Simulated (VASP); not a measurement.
A run of VASP 6.6.1:

Contents of INCAR:

```
PREC = Accurate
ENCUT = 520
EDIFF = 1E-7
ISMEAR = -1
SIGMA = 0.05
LREAL = False
LASPH = True
NELM = 150
ALGO = Normal
ISIF = 2
LWAVE = False
LCHARG = False
ISPIN = 2
MAGMOM = 4 0
LORBIT = 11
LMAXMIX = 4
GGA = PE
NBANDS = 20
```

KPOINTS

```
regular mesh
0
Gamma
  14 14 14
```

POSCAR

```
MnO
1.0
    0.0000000000      2.4199909219      2.4199909219
    2.4199909219      0.0000000000      2.4199909219
    2.4199909219      2.4199909219      0.0000000000
Mn O
1 1
Direct
    0.0000000000      0.0000000000      0.0000000000
    0.2500000000      0.2500000000      0.2500000000
```

Potentials or basis: VASP PAW PBE potentials, release 64 (Mn_pv, O).

Command:

```console
$ cat potpaw_PBE.64/Mn_pv/POTCAR potpaw_PBE.64/O/POTCAR > POTCAR
$ mpirun -np 1 vasp_std > vasp.out
```

Hardware: 1 thread of Intel Xeon 8259CL, on a shared host.

Q: Estimate the wall time of this run.

A: It took 7.6 min on 1 thread of Intel Xeon 8259CL, on a shared host, peak memory 0.23 GiB. Counts: scf iterations 18, k points 104.
